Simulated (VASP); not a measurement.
# GaAs: single point with HSE06

The system is GaAs.

```
CELL_PARAMETERS angstrom
0.00000 2.71353 2.83308
2.71353 0.00000 2.83308
2.71353 2.71353 0.00000
ATOMIC_POSITIONS crystal
Ga 0.00000 0.00000 0.00000
As 0.25000 0.25000 0.25000
```

This cell differs from its parent crystal: biaxial xy strain -4.2%.

| Quantity | Value |
| --- | --- |
| Program | VASP 6.6.1 |
| Task | single point |
| Functional | HSE06 |
| Potentials or basis | VASP PAW PBE potentials, release 64 (Ga_d, As) |
| Cutoff | 520 eV |
| k mesh | 6 × 6 × 6 |
| Occupations | gaussian, width 0.01 eV |
| Spin | no spin polarisation |
| Dipole correction | no |
| Grid for exact exchange (PRECFOCK) | Normal |
| Further INCAR settings | ALGO = Normal; EDIFF = 1e-06; NBANDS = 16 |
| Share of exact exchange | 0.25 |
| Screening parameter | 0.2079 1/Å |

* Pressure: 8.3 GPa
* Band gap on the k mesh: 1.72 eV (least direct gap 2.00 eV)

Stress tensor (GPa, compression positive):
```
9.33 0.00 0.00
0.00 9.33 0.00
0.00 0.00 6.11
```

Levels at points of the mesh, in eV from the valence-band top:
| k point | band 7 | band 8 | band 9 | band 10 | band 11 | band 12 |
| --- | --- | --- | --- | --- | --- | --- |
| (0.00, 0.00, 0.00) | -0.30 | 0.00 | 0.00 | 2.00 | 4.45 | 4.45 |
| (0.50, 0.00, 0.00) | -7.80 | -1.67 | -1.25 | 1.89 | 5.26 | 5.58 |
| (0.50, 0.50, 0.00) | -8.09 | -3.08 | -3.08 | 2.03 | 2.49 | 12.11 |
| (0.50, 0.00, 0.50) | -7.78 | -3.43 | -3.39 | 1.72 | 2.04 | 11.80 |

Wall time 2.7 h on 1 thread of Oxide Virtual Turin-like Processor, with other jobs on the host, peak memory 0.27 GiB.

Caveat: the cell differs from its parent crystal (biaxial xy strain -4.2%); the cell stands under pressure; the PAW data sets were made with another functional, which shifts forces and pressure a little. A k mesh can miss the band edges.
